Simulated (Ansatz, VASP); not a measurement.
**One calculation of Cu, two programs**

```
Cu
1.0
     0.00000    1.80750    1.80750
     1.80750    0.00000    1.80750
     1.80750    1.80750    0.00000
Cu
1
Direct
  0.00000 0.00000 0.00000
```

Alike in both runs: functional PBEsol; k mesh 7 × 7 × 7; occupations fermi-dirac, width 0.05 eV; no spin polarisation.

```csv
,VASP,Ansatz
version,VASP 6.6.1,Ansatz 0.2.0
potentials or method,"VASP PAW PBE potentials, release 64 (Cu)",Ansatz PAW
plane-wave cutoff (eV),600,420
valence electrons in the cell,11,19
task,single point,projected density of states
```

```tsv
	VASP	Ansatz	Ansatz less VASP
gap on the k mesh at the Fermi level (eV)	none	none	-
pressure (GPa)	-5.9	-6.7	-0.77
```

VASP's potentials were made for PBE, not for PBEsol. A gap of «none» marks a metal or a gap that the smearing closes. VASP's potentials hold 11 valence electrons a cell and Ansatz's 19, so a difference there can come from the potentials and not from the codes.

The k mesh is coarse, so the values compare programs but aren't converged.
